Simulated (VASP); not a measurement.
Ti:

```
Ti
1.0
     2.96549    0.00000    0.00000
    -1.48274    2.56819    0.00000
     0.00000    0.00000    9.56428
Ti
4
Direct
  0.00000 0.00000 0.00000
  0.00000 0.00000 0.50000
  0.33333 0.66667 0.75000
  0.66667 0.33333 0.25000
```

```yaml
Program: VASP 6.6.1
Task: relaxation of cell and atoms
Functional: PBE
Potentials_or_basis: VASP PAW PBE potentials, release 64 (Ti_sv)
Cutoff: 500 eV
k_mesh: 6 × 6 × 2
Occupations: gaussian, width 0.1 eV
Spin: no spin polarisation
```

At the start: pressure -4.6 GPa; volume 18.21 Å³/atom.

Problem. How do energy, volume and symmetry change on relaxing?

Solution. Over 3 steps the energy falls by 12.0 meV/atom and the volume is 17.41 Å³/atom (-4.4 %); space group P6_3/mmc (No. 194, to 0.1 Å) before and after.

Step by step:
| step | energy change (eV) | largest force (eV/Å) | pressure (GPa) | volume (Å³) |
| --- | --- | --- | --- | --- |
| 1 | 0.0000 | 0.0000 | -4.60 | 72.84 |
| 2 | -0.0241 | 0.0000 | 3.65 | 67.47 |
| 3 | -0.0481 | 0.0000 | -0.02 | 69.62 |

Final structure:
```
Ti
1.0
     2.92194    0.00000    0.00000
    -1.46097    2.53048    0.00000
     0.00000    0.00000    9.41607
Ti
4
Direct
  0.00000 0.00000 0.00000
  0.00000 0.00000 0.50000
  0.33333 0.66667 0.75000
  0.66667 0.33333 0.25000
```

Caveat: the k points lie up to 0.41 Å⁻¹ apart in the final cell, too coarse for converged energies and pressures of a metal; the highest band is partly filled, so the run has too few bands.
